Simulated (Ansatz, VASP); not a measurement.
**Ga in VASP and in Ansatz**

```
Ga
1.0
     0.00000    2.21086    2.21086
     2.21086    0.00000    2.21086
     2.21086    2.21086    0.00000
Ga
1
Direct
  0.00000 0.00000 0.00000
```

Alike in both runs: functional BLYP; k mesh 13 × 13 × 13; occupations fermi-dirac, width 0.1 eV; no spin polarisation.

Ansatz relaxed the structure, and its values are those at the end. VASP's run is a single point on that final structure, the one shown.

```csv
,VASP,Ansatz
version,VASP 6.6.1,Ansatz 0.2.0
potentials or method,"VASP PAW PBE potentials, release 64 (Ga_d), cutoff 520 eV","plane waves (420 eV) with PAW, scalar-relativistic"
valence electrons in the cell,13,13
```

```tsv
	VASP	Ansatz	Ansatz less VASP
pressure (GPa)	-0.1	0.0	+0.10
```

VASP's potentials were made for PBE, not for BLYP.
